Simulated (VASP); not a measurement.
Input of a VASP 6.6.1 run:

Contents of POSCAR:

```
ZnS
1.0
    0.0000000000      2.7198945612      2.7198945612
    2.7198945612      0.0000000000      2.7198945612
    2.7198945612      2.7198945612      0.0000000000
Zn S
1 1
Direct
    0.7500000000      0.7500000000      0.7500000000
    0.0000000000      0.0000000000      0.0000000000
```

File INCAR.step1:

```
SYSTEM = ZnS
  PREC = Accurate
  ENCUT = 520
  EDIFF = 1E-5
  ISMEAR = -1
  SIGMA = 0.05
  LREAL = .False.
  LASPH = .True.
  NELM = 80
  ALGO = Normal
  ISIF = 2
  LWAVE = .True.
  LCHARG = .False.
  GGA = PE
  NBANDS = 16
```

The input INCAR.step2:

```
SYSTEM = ZnS
  PREC = Accurate
  ENCUT = 520
  EDIFF = 1E-6
  ISMEAR = -1
  SIGMA = 0.05
  LREAL = .False.
  LASPH = .True.
  NELM = 80
  ALGO = Normal
  ISIF = 2
  LWAVE = .False.
  LCHARG = .False.
  GGA = PE
  LHFCALC = .True.
  AEXX = 0.25
  HFSCREEN = 0.3
  PRECFOCK = Normal
  ISTART = 1
  NBANDS = 16
```

File KPOINTS:

```
regular mesh
0
Gamma
  5 5 5
  0 0 0
```

Potentials or basis: VASP PAW PBE potentials, release 64 (Zn, S).

Command:

```console
$ cat potpaw_PBE.64/Zn/POTCAR potpaw_PBE.64/S/POTCAR > POTCAR
$ cp INCAR.step1 INCAR
$ mpirun -np 1 vasp_std > vasp.out
$ cp INCAR.step2 INCAR
$ mpirun -np 1 vasp_std > vasp.out
```

Q: Estimate the pressure.

A: -0.4 GPa.

Q: What does it give for the band gap on the k mesh?

A: 3.03 eV.

Caveat: the PAW data sets were made with another functional, which shifts forces and pressure a little.

**Experimental background.**

From “Electronic, vibrational, and thermodynamic properties of ZnS (zincblende and rocksalt structure)”, 2009, arxiv:0911.5022, for a bulk crystal of ZnS at 19 K: band gap 3.85 eV (direct).

Against the measured gap of ZnS, 3.85 eV (direct; 19 K; quoted in “Electronic, vibrational, and thermodynamic properties of ZnS (zincblende and rocksalt structure)”, 2009, arxiv:0911.5022), the calculated 3.03 eV is off by -0.82 eV. The value is that of PBE-based screened hybrid with 25 % exact exchange, without temperature or zero-point motion.
